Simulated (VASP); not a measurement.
# HfB in VASP: notebook, part 3 of 3

VASP 6.6.1. Earlier steps stand in the parts before.

## Step 6: Electric field gradients, LDA (zz strain of -1 %)

INCAR

```
SYSTEM = HfB
ALGO = Normal
EDIFF = 1E-8
ENCUT = 520
ISIF = 2
ISMEAR = -1
LASPH = .TRUE.
LCHARG = .FALSE.
LEFG = .TRUE.
LREAL = .FALSE.
LWAVE = .FALSE.
NBANDS = 14
NELM = 60
PREC = Accurate
SIGMA = 0.05
```

KPOINTS

```
k-points
0
G
  15 15 15
  0 0 0
```

POSCAR

```
HfB
1.0
    0.0000000000      2.3100000000      2.2869000000
    2.3100000000      0.0000000000      2.2869000000
    2.3100000000      2.3100000000      0.0000000000
Hf B
1 1
Direct
    0.5000000000      0.5000000000      0.5000000000
    0.0000000000      0.0000000000      0.0000000000
```

Potentials or basis: VASP PAW LDA potentials, release 64 (Hf_pv, B).

The run is started by

```sh
$ cat potpaw_LDA.64/Hf_pv/POTCAR potpaw_LDA.64/B/POTCAR > POTCAR
$ mpirun -np 1 vasp_std > vasp.out
```

OUTCAR:

```text
SYSTEM = HfB
   EDIFF = 1E-8
   ENCUT = 520
   ISIF = 2
   ISMEAR = -1
   LASPH = .TRUE.
   LREAL = .FALSE.
   NELM = 60
   PREC = Accurate

 ion  position               nearest neighbor table
   1  0.500  0.500  0.500-   2 2.29   2 2.29   2 2.31   2 2.31   2 2.31   2 2.31
   2  0.000  0.000  0.000-   1 2.29   1 2.29   1 2.31   1 2.31   1 2.31   1 2.31

  LATTYP: Found a body centered tetragonal cell.
 ALAT       =     3.2668333291
 C/A-ratio  =     1.4000714267

  Lattice vectors:

 A1 = (   0.0000000000,  -2.3100000000,  -2.2869000000)
 A2 = (   0.0000000000,   2.3100000000,  -2.2869000000)
 A3 = (   2.3100000000,   0.0000000000,   2.2869000000)

Analysis of symmetry for initial positions (statically):
=====================================================================
 Subroutine PRICEL returns:
 Original cell was already a primitive cell.

 Routine SETGRP: Setting up the symmetry group for a
 body centered tetragonal supercell.

 Subroutine GETGRP returns: Found 16 space group operations
 (whereof 16 operations were pure point group operations)
 out of a pool of 16 trial point group operations.

The static configuration has the point symmetry D_4h.

Analysis of symmetry for dynamics (positions and initial velocities):
=====================================================================
 Subroutine PRICEL returns:
 Original cell was already a primitive cell.

 Routine SETGRP: Setting up the symmetry group for a
 body centered tetragonal supercell.

 Subroutine GETGRP returns: Found 16 space group operations
 (whereof 16 operations were pure point group operations)
 out of a pool of 16 trial point group operations.

The dynamic configuration has the point symmetry D_4h.

 Subroutine INISYM returns: Found 16 space group operations
 (whereof 16 operations are pure point group operations),
 and found     1 'primitive' translations

----------------------------------------------------------------------------------------

                                     Primitive cell

  volume of cell :      24.4063

  direct lattice vectors                    reciprocal lattice vectors
     0.000000000  2.310000000  2.286900000    -0.216450216  0.216450216  0.218636582
     2.310000000  0.000000000  2.286900000     0.216450216 -0.216450216  0.218636582
     2.310000000  2.310000000  0.000000000     0.216450216  0.216450216 -0.218636582

  length of vectors
     3.250540203  3.250540203  3.266833329     0.376169307  0.376169307  0.376169307

  position of ions in fractional coordinates (direct lattice)
     0.500000000  0.500000000  0.500000000
     0.000000000  0.000000000  0.000000000

  ion indices of the primitive-cell ions
   primitive index   ion index
                 1           1
                 2           2

----------------------------------------------------------------------------------------

 KPOINTS: k-points

Automatic generation of k-mesh.
[... 78 lines left out ...]
   NUPDOWN=      -1.0000    fix difference up-down
   EMIN   =  10.00;   EMAX   =-10.00  energy-range for DOS
   EFERMI =   0.00;   METHOD = LEGACY
   ISMEAR =    -1;   SIGMA  =   0.05  broadening in eV -4-tet -1-fermi 0-gaus
   EFERMI_NEDOS =   21; number of points for ismear=-14 and -15
   IALGO  =     38    algorithm
   IMIX   =      4    mixing-type and parameters
     AMIX     =   0.40;   BMIX     =  1.00
     AMIX_MAG =   1.60;   BMIX_MAG =  1.00
  volume/ion in A,a.u.               =      12.20        82.35
  Fermi-wavevector in a.u.,A,eV,Ry     =   1.327055  2.507770 23.960878  1.761075
  Thomas-Fermi vector in A             =   2.456396
   LORBIT       =      0    0 simple, 1 ext, 2 COOP (PROOUT), +10 PAW based schemes
   GGA     = CA    functional components
   LHFCALC =     F    Hartree Fock is set to
   AEXX    =    0.0000 exact exchange contribution
   IVDW    =     0    specifies the selected vdW correction
   LEPSILON=     F    determine dielectric tensor
   LRPA    =     F    only Hartree local field effects (RPA)
 non-spin polarized calculation
  energy-cutoff  :      520.00
  volume of cell :       24.41
 maximum number of plane-waves:       672
   NGX = 13   NGY = 13   NGZ = 13

 number of electron      13.0000002 magnetization

 Free energy of the ion-electron system (eV)
  ---------------------------------------------------
  ext. energy  EPLUGINS =         0.00000000
  ---------------------------------------------------
  free energy    TOTEN  =       -18.84053773 eV

  energy without entropy =      -18.83248081  energy(sigma->0) =      -18.83650927

 E-fermi :   5.1687     XC(G=0): -12.5002

 val. band max:        5.1646406995   @ k =  -0.1333   0.0667   0.2000
 cond. band min:       5.2012298092   @ k =  -0.2000   0.0667   0.0000
 fundamental gap:      0.0365891097
 Fermi energy:         5.1687025504

 k-point     1 :       0.0000    0.0000    0.0000
  band No.  band energies     occupation
      1     -22.9579      2.00000
      2     -22.9544      2.00000
      3     -22.9544      2.00000
      4      -4.3064      2.00000
      5       7.2443      0.00000
      6       7.2443      0.00000
      7       7.3667      0.00000
      8       9.1289      0.00000
      9       9.1289      0.00000
     10       9.2062      0.00000
     11       9.2908      0.00000
     12       9.4170      0.00000
     13      16.9562      0.00000
     14      18.4384      0.00000
[... 377 lines left out ...]
      1     -23.1791      2.00000
      2     -23.0252      2.00000
      3     -23.0158      2.00000
      4      -3.1826      2.00000
      5       4.6949      1.99985
      6       5.8058      0.00001
      7       6.4452      0.00000
      8       7.0798      0.00000
      9       9.6232      0.00000
     10      11.0558      0.00000
     11      11.6405      0.00000
     12      14.4649      0.00000
     13      19.4427      0.00000
     14      19.5805      0.00000

 [... further k-points ...]
[... 5 lines left out ...]
  --------------------------------------------------------------------------------------
  -------------------------------------------------------------------------------------
  Total        3.2061892      3.2061892      3.9969835      0.0000000      0.0000000      0.0000000
  in kB      210.4740728    210.4740728    262.3866965      0.0000000      0.0000000      0.0000000
  external PRESSURE =     227.7782807 kB  Pullay stress =       0.0000000 kB

 VOLUME and BASIS-vectors are now :
 -----------------------------------------------------------------------------
  energy-cutoff  :      520.00
  volume of cell :       24.41
      direct lattice vectors                 reciprocal lattice vectors
     0.000000000  2.310000000  2.286900000    -0.216450216  0.216450216  0.218636582
     2.310000000  0.000000000  2.286900000     0.216450216 -0.216450216  0.218636582
     2.310000000  2.310000000  0.000000000     0.216450216  0.216450216 -0.218636582

 POSITION                                       TOTAL-FORCE (eV/Angst)
 -----------------------------------------------------------------------------------
      2.31000      2.31000      2.28690        -0.000000      0.000000      0.000000
      0.00000      0.00000      0.00000         0.000000     -0.000000     -0.000000
 -----------------------------------------------------------------------------------
    total drift:                                0.000000     -0.000000      0.000000

  FREE ENERGIE OF THE ION-ELECTRON SYSTEM (eV)
  ---------------------------------------------------
  free  energy   TOTEN  =       -18.8405377343 eV

  energy  without entropy=      -18.8324808107  energy(sigma->0) =      -18.83650927

 Electric field gradients (V/A^2)
---------------------------------------------------------------------
 ion       V_xx      V_yy      V_zz      V_xy      V_xz      V_yz
---------------------------------------------------------------------
   1       7.958     7.958   -15.916    -0.000    -0.000    -0.000
   2       0.108     0.108    -0.215     0.000     0.000     0.000
---------------------------------------------------------------------

 Electric field gradients after diagonalization (V/A^2)
 (convention: |V_zz| > |V_xx| > |V_yy|)
----------------------------------------------------------------------
 ion       V_xx      V_yy      V_zz     asymmetry (V_yy - V_xx)/ V_zz
----------------------------------------------------------------------
   1       7.958     7.958   -15.916       0.000
   2       0.108     0.107    -0.215       0.000
----------------------------------------------------------------------

           NMR quadrupolar parameters

 Cq : quadrupolar parameter    Cq=e*Q*V_zz/h
 eta: asymmetry parameters     (V_yy - V_xx)/ V_zz
 Q  : nuclear electric quadrupole moment in mb (millibarn)
----------------------------------------------------------------------
 ion       Cq(MHz)       eta       Q (mb)
----------------------------------------------------------------------
   1      -0.038       0.000       1.000
   2      -0.001       0.000       1.000
----------------------------------------------------------------------
```

Run time: 49 s. Hardware: 1 thread of Intel Xeon Platinum 8488C (Sapphire Rapids), shared host; peak memory 0.21 GiB.

What came out:

```
Free energy : -18.8405 eV
Pressure    : 22.8 GPa
```

Electric field gradients, principal values (V/Å²):
| atom | least | middle | greatest (by size) |
| --- | --- | --- | --- |
| 1 Hf | 7.958 | 7.958 | -15.916 |
| 2 B | 0.107 | 0.108 | -0.215 |

Caveat: the cell differs from its parent crystal (zz strain of -1 %); without QUAD_EFG the Cq values of the log hold for a quadrupole moment of 1 mb, not for the nuclei; spin-orbit coupling is left out, which moves the levels of the heavy elements.

## Step 7: Summary

```tsv
cell	gap on the mesh (eV)	pressure (GPa)
a = 3.267 Å, angles 60.0°, 2 atoms	none	20.0
a = 3.234 Å, angles 61.3°, 2 atoms	none	20.1
a = 3.300 Å, angles 58.7°, 2 atoms	none	20.1
a = 3.251, b = 3.251, c = 3.267 Å, angles 59.8, 59.8, 60.3°, 2 atoms	none	22.8
```

Alike in all rows: task electric field gradients; level LDA; potentials or basis VASP PAW LDA potentials, release 64 (Hf_pv, B); no spin polarisation; k mesh 15 × 15 × 15; cutoff (eV) 520; smearing fermi-dirac 0.05 eV.

Caveats: spin-orbit coupling is left out, which moves the levels of the heavy elements.

Total energies depend on the potentials used, so only differences within one code and one set of settings carry meaning.
